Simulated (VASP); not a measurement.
Crystal: Mg3F2.

```
CELL_PARAMETERS angstrom
3.10568 0.00000 0.00000
-1.55284 2.68959 0.00000
0.00000 0.00000 11.54184
ATOMIC_POSITIONS crystal
Mg 0.00000 0.00000 0.00000
Mg 0.33333 0.66667 0.62486
Mg 0.66667 0.33333 0.37514
F 0.33333 0.66667 0.91804
F 0.66667 0.33333 0.08196
```

| Item | Value |
| --- | --- |
| Program | VASP 6.6.1 |
| Task | relaxation of cell and atoms |
| Functional | PBE |
| Potentials or basis | VASP PAW PBE potentials, release 64 (Mg, F) |
| Cutoff | 600 eV |
| k mesh | 12 × 12 × 4 |
| Occupations | gaussian, width 0.1 eV |
| Spin | no spin polarisation |

At the start: pressure -0.3 GPa; volume 19.28 Å³/atom.

How do energy, volume and symmetry change on relaxing?

Over 7 steps the energy falls by 4.0 meV/atom and the volume is 18.90 Å³/atom (-2.0 %); space group P-3m1 (No. 164, to 0.1 Å) before and after.

Step by step:
| step | energy change (eV) | largest force (eV/Å) | pressure (GPa) | volume (Å³) |
| --- | --- | --- | --- | --- |
| 1 | 0.0000 | 0.1826 | -0.31 | 96.41 |
| 2 | -0.0065 | 0.1609 | -0.10 | 95.90 |
| 3 | -0.0126 | 0.2023 | 0.41 | 94.75 |
| 4 | -0.0168 | 0.1391 | 0.10 | 94.94 |
| 5 | -0.0180 | 0.0851 | -0.17 | 95.10 |
| 6 | -0.0193 | 0.0473 | -0.11 | 94.84 |
| 7 | -0.0201 | 0.0059 | -0.03 | 94.50 |

Final structure:
```xyz
5
Lattice="3.1149 0.0000 0.0000 -1.5575 2.6976 0.0000 0.0000 0.0000 11.2457" Properties=species:S:1:pos:R:3 pbc="T T T"
Mg    0.0000    0.0000    0.0000
Mg    0.0000    1.7984    6.9733
Mg    1.5575    0.8992    4.2724
F     0.0000    1.7984   10.3080
F     1.5575    0.8992    0.9377
```
